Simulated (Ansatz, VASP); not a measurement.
## One calculation of Mo, two programs

File INCAR:

```
  PREC = Accurate
  ENCUT = 520
  EDIFF = 1E-7
  ISMEAR = 0
  SIGMA = 0.1
  LREAL = F
  LASPH = T
  NELM = 60
  ALGO = Normal
  ISIF = 2
  LWAVE = F
  LCHARG = T
  GGA = PE
  LELF = T
  LVHAR = T
  NBANDS = 66
```

File KPOINTS:

```
Automatic mesh
0
Gamma
  6 6 1
```

Contents of POSCAR:

```
Mo
1.0
    2.7346718600      0.0000000000      0.0000000000
   -1.3673359300      2.3682953000      0.0000000000
    0.0000000000      0.0000000000     19.2459252700
Mo
8
Direct
    0.0000000000      0.0000000000      0.6875000000
    0.3333333300      0.6666666700      0.8125000000
    0.6666666700      0.3333333300      0.9375000000
    0.3333333300      0.6666666700      0.0625000000
    0.6666666700      0.3333333300      0.1875000000
    0.0000000000      0.0000000000      0.3125000000
    0.3333333300      0.6666666700      0.4375000000
    0.6666666700      0.3333333300      0.5625000000
```

Input for Ansatz:

```yaml
crystal:
  lattice:
    - [2.73467186, 0.0, 0.0]
    - [-1.36733593, 2.3682953, 0.0]
    - [0.0, 0.0, 19.24592527]
  atoms:
    - { symbol: Mo, position: [0.0, 0.0, 0.6875] }
    - { symbol: Mo, position: [0.33333333, 0.66666667, 0.8125] }
    - { symbol: Mo, position: [0.66666667, 0.33333333, 0.9375] }
    - { symbol: Mo, position: [0.33333333, 0.66666667, 0.0625] }
    - { symbol: Mo, position: [0.66666667, 0.33333333, 0.1875] }
    - { symbol: Mo, position: [0.0, 0.0, 0.3125] }
    - { symbol: Mo, position: [0.33333333, 0.66666667, 0.4375] }
    - { symbol: Mo, position: [0.66666667, 0.33333333, 0.5625] }
basis:
  ecutwfc: 420
kpoints:
  mp_grid: { grid: [6, 6, 1] }
hamiltonian:
  xc: pbe
scf:
  occupations: { method: gaussian, width: 0.1 }
  lower_state_search: "off"
output:
  forces: true
  stress: true
  eigenvalues: true
```

Alike in both runs: task single point; functional PBE; k mesh 6 × 6 × 1; occupations gaussian, width 0.1 eV; no spin polarisation.

|  | VASP | Ansatz |
| --- | --- | --- |
| version | VASP 6.6.1 | Ansatz 0.2.0 |
| potentials or method | VASP PAW PBE potentials, release 64 (Mo_sv), cutoff 520 eV | scalar-relativistic, plane waves, PAW |
| valence electrons in the cell | 112 | 112 |

Ansatz gave:

```
gap on the k mesh at the Fermi level (eV)                     : none
pressure (GPa)                                                : 8.5
traceless stress, the component that is largest in VASP (GPa) : -2.42
rms of the force components (eV/Å)                            : 0.063
```

**Question.** Estimate VASP's values.

**Answer.** gap on the k mesh at the Fermi level (eV): none; pressure (GPa): 9.1; traceless stress, the component that is largest in VASP (GPa): -2.47; rms of the force components (eV/Å): 0.064.

Atom by atom the forces differ by 0.001 eV/Å (rms over components). A gap of «none» marks a metal or a gap that the smearing closes. With one functional, cell and mesh, what is left measures potentials, basis and numerics.

The k mesh is coarse, so the values compare programs but aren't converged.
